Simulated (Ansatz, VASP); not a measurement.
# Two plane-wave programs on LaNbO

```xyz
3
Lattice="3.1345 0.0000 0.0000 0.0000 3.1345 0.0000 0.0000 0.0000 6.1656" Properties=species:S:1:pos:R:3 pbc="T T T"
La    0.0000    0.0000    5.6190
Nb    0.0000    0.0000    2.3551
O     1.5672    1.5672    4.1845
```

Alike in both runs: task relaxation of cell and atoms; functional PBE; k mesh 6 × 6 × 4; occupations gaussian, width 0.1 eV; no spin polarisation.

```csv
,VASP,Ansatz
version,VASP 6.6.1,Ansatz 0.2.0
potentials or method,"VASP PAW PBE potentials, release 64 (La, Nb_sv, O), cutoff 600 eV","scalar-relativistic, plane waves, PAW"
valence electrons in the cell,30,30
```

```tsv
	VASP	Ansatz	Ansatz less VASP
gap on the k mesh at the Fermi level, each at its own relaxed structure (eV)	none	none	-
relaxed volume (Å³/atom)	17.34	17.40	+0.053
relaxed length of the cell vector where the two differ most in proportion (Å)	5.842	5.859	+0.0166
```

A gap of «none» marks a metal or a gap that the smearing closes.

Neither program's run includes spin-orbit coupling.
